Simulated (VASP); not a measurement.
Here is a VASP 6.6.1 calculation.

File INCAR:

```
ALGO     = Normal         # electronic algorithm
EDIFF    = 1E-6           # SCF threshold, eV
ENCUT    = 520            # plane-wave cutoff, eV
GGA      = PS             # functional
ISIF     = 2              # what is computed and relaxed
ISMEAR   = -1             # smearing method
LASPH    = True           # aspherical terms in the spheres
LCHARG   = False          # write CHGCAR
LREAL    = False          # projectors in reciprocal space
LWAVE    = False          # write WAVECAR
NBANDS   = 10             # bands
NELM     = 60             # most SCF steps
PREC     = Accurate       # precision mode
SIGMA    = 0.03           # smearing width, eV
```

File KPOINTS:

```
k-points
0
Gamma
  11 11 11
```

Contents of POSCAR:

```
Na
1.0
   -2.1315235875      2.1315235875      2.1315235875
    2.1315235875     -2.1315235875      2.1315235875
    2.1315235875      2.1315235875     -2.1315235875
Na
1
Direct
    0.0000000000      0.0000000000      0.0000000000
```

Potentials or basis: VASP PAW PBE potentials, release 64 (Na_pv).

The run is started by

```bash
$ cat potpaw_PBE.64/Na_pv/POTCAR > POTCAR
$ mpirun -np 1 vasp_std > vasp.out
```

Problem. Estimate the pressure.

Solution. -0.5 GPa.

Caveat: the PAW data sets were made with another functional, which shifts forces and pressure a little.
